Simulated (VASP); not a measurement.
Runs of VASP 6.6.1 on KPt. The structure is that of space group P-6m2 (No. 187), or close to it. The cells are those of the table. 

```tsv
cell	gap on the mesh (eV)	pressure (GPa)
a = 2.950, b = 2.950, c = 5.255 Å, angles 90.0, 90.0, 120.0°, 2 atoms	none	4.1
a = 3.011, b = 3.011, c = 5.363 Å, angles 90.0, 90.0, 120.0°, 2 atoms	none	-0.1
a = 3.040, b = 3.040, c = 5.416 Å, angles 90.0, 90.0, 120.0°, 2 atoms	none	-1.7
a = 3.069, b = 3.069, c = 5.468 Å, angles 90.0, 90.0, 120.0°, 2 atoms	none	(b)
a = 2.981, b = 2.981, c = 5.310 Å, angles 90.0, 90.0, 120.0°, 2 atoms	none	(a)
```

Alike in all rows: task single point; level PBE; potentials or basis VASP PAW PBE potentials, release 64 (K_sv, Pt); no spin polarisation; k mesh 11 × 11 × 6; cutoff (eV) 520; smearing fermi-dirac 0.1 eV.

Task: Estimate the missing entries.

Result: (a) 1.8; (b) -3.0.

Caveats: spin-orbit coupling is left out, which moves the levels of the heavy elements.

A k mesh can miss the band edges, and the runs leave out spin-orbit coupling on Pt.

A gap of «none» marks levels without a gap at the run's occupations.
